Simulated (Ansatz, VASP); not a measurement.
Given: the input of a run of Ansatz 0.2.0 on KTaO3.

Contents of input.yaml:

```yaml
crystal:
  lattice:
    - [3.9883, 0.0, 0.0]
    - [0.0, 3.9883, 0.0]
    - [0.0, 0.0, 3.9883]
  atoms:
    - { symbol: Ta, position: [0.0, 0.0, 0.0] }
    - { symbol: K, position: [0.5, 0.5, 0.5] }
    - { symbol: O, position: [0.0, 0.0, 0.5] }
    - { symbol: O, position: [0.0, 0.5, 0.0] }
    - { symbol: O, position: [0.5, 0.0, 0.0] }
hamiltonian:
  xc: pbesol
  pseudopotentials: { kind: paw }
  dispersion: d4
kpoints:
  mp_grid: { grid: [7, 7, 7] }
scf:
  occupations: { method: fermi_dirac, width: 0.05 }
output:
  forces: true
  stress: true
relax:
  f_tol: 0.01
  max_steps: 40
  cell: { stress_tol: 0.05 }
```

Potentials or basis: Ansatz PAW.

Run with:

```console
$ ansatz run input.yaml --threads 2 --pin off --max-ram 5632MiB --backend cpu --events-out ev --progress --plain --runs-dir out
```

Set up the same calculation for VASP 6.6.1. Potentials there: VASP PAW PBE potentials, release 64 (Ta_pv, K_sv, O).

As run (the cutoff follows the program's own potentials):

INCAR

```
ALGO = Normal
EDIFF = 1E-7
EDIFFG = -0.01
ENCUT = 600
GGA = PS
IBRION = 2
ISIF = 3
ISMEAR = -1
IVDW = 13
LASPH = T
LCHARG = F
LREAL = F
LWAVE = F
NELM = 80
NSW = 60
PREC = Accurate
SIGMA = 0.05
```

File KPOINTS:

```
k-points
0
Gamma
  7 7 7
```

Contents of POSCAR:

```
KTaO3
1.0
    3.9883000000      0.0000000000      0.0000000000
    0.0000000000      3.9883000000      0.0000000000
    0.0000000000      0.0000000000      3.9883000000
Ta K O
1 1 3
Direct
    0.0000000000      0.0000000000      0.0000000000
    0.5000000000      0.5000000000      0.5000000000
    0.0000000000      0.0000000000      0.5000000000
    0.0000000000      0.5000000000      0.0000000000
    0.5000000000      0.0000000000      0.0000000000
```

Potentials or basis: VASP PAW PBE potentials, release 64 (Ta_pv, K_sv, O).

The run is started by

```sh
$ cat potpaw_PBE.64/Ta_pv/POTCAR potpaw_PBE.64/K_sv/POTCAR potpaw_PBE.64/O/POTCAR > POTCAR
$ mpirun -np 1 vasp_std > vasp.out
```

Both were run:

|  | VASP | Ansatz | Ansatz less VASP |
| --- | --- | --- | --- |
| relaxed volume (Å³/atom) | 12.62 | 12.59 | -0.037 |
| relaxed length of the cell vector where the two differ most in proportion (Å) | 3.981 | 3.977 | -0.0039 |

VASP's potentials were made for PBE, not for PBEsol. VASP's potentials hold 38 valence electrons a cell and Ansatz's 40, so a difference there can come from the potentials and not from the codes.

Neither program's run includes spin-orbit coupling. Noted on Ansatz's run: odd divisions of the mesh miss points on the zone boundary, where band edges often lie, so the gap on the mesh can be too wide; the plane-wave basis is chosen anew once the cell has moved, so the energies of steps on either side of that aren't comparable.
